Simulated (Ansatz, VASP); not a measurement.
LiSi16: VASP beside Ansatz

```
Si Li
1.0
     0.00000    5.43000    5.43000
     5.43000    0.00000    5.43000
     5.43000    5.43000    0.00000
Si Li
16 1
Direct
  0.00193 0.99825 0.00157
  0.12392 0.12839 0.12383
  0.00190 0.99822 0.49821
  0.13387 0.12205 0.62203
  0.99998 0.50000 0.00001
  0.12392 0.62386 0.12383
  0.00190 0.50167 0.49821
  0.12391 0.62384 0.62841
  0.49834 0.99830 0.00162
  0.62236 0.12232 0.13300
  0.50045 0.99995 0.49967
  0.62227 0.12223 0.62220
  0.49834 0.50175 0.00162
  0.62838 0.62388 0.12386
  0.49831 0.50172 0.49826
  0.62227 0.63331 0.62220
  0.75121 0.24984 0.74913
```

Alike in both runs: functional PBE; k mesh 2 × 2 × 2; occupations fermi-dirac, width 0.05 eV; collinear spin.

Ansatz relaxed the structure, and its values are those at the end. VASP's run is a single point on that final structure, the one shown.

|  | VASP | Ansatz |
| --- | --- | --- |
| version | VASP 6.6.1 | Ansatz 0.2.0 |
| potentials or method | VASP PAW PBE potentials, release 64 (Si, Li_sv), cutoff 520 eV | scalar-relativistic, plane waves, PAW |
| valence electrons in the cell | 67 | 67 |

```tsv
	VASP	Ansatz	Ansatz less VASP
rms of the force components (eV/Å)	0.009	0.010	+0.0009
net moment per atom (μB)	0.00	0.00	0.000
```

Ansatz's warnings: seeded moment not kept.

The k mesh is coarse, so the values compare programs but aren't converged. Noted on VASP's run: the cutoff is under 1.25 times that of the potentials, so the pressure is a little rough.
